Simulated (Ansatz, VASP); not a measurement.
**InSb: VASP beside Ansatz**

```
In Sb
1.0
     5.24764    0.00000    0.00000
     0.00000    5.59540    0.00000
     0.00000    0.00000    3.00047
In Sb
2 2
Direct
  0.00000 0.00000 0.00000
  0.50000 0.50000 0.00000
  0.50000 0.00000 0.83500
  0.00000 0.50000 0.16500
```

Change from the starting cell: volume scaled by 0.94, crystal datasets.

Alike in both runs: task electric field gradients; functional LDA; k mesh 6 × 6 × 11; occupations fermi-dirac, width 0.08 eV; no spin polarisation.

|  | VASP | Ansatz |
| --- | --- | --- |
| version | VASP 6.6.1 | Ansatz 0.2.0 |
| potentials or method | VASP PAW LDA potentials, release 64 (In_d, Sb), cutoff 520 eV | all-electron PAW with datasets made for the crystal, scalar-relativistic |

VASP gave:

* pressure (GPa): 19.6
* traceless stress, the component that is largest in VASP (GPa): 13.87
* rms of the force components (eV/Å): 0.345
* size of Vzz on the site where it differs most (V/Å²): 88.9

Problem. What did Ansatz give for the same quantities?

Solution. Pressure (GPa): 19.3; traceless stress, the component that is largest in VASP (GPa): 13.84; rms of the force components (eV/Å): 0.342; size of Vzz on the site where it differs most (V/Å²): 74.7.

LDA's correlation is that of Perdew and Zunger in VASP and of Perdew and Wang (1992) in Ansatz. Atom by atom the forces differ by 0.003 eV/Å (rms over components). Ansatz ran all-electron here, and VASP with PAW potentials.

Neither program's run includes spin-orbit coupling.
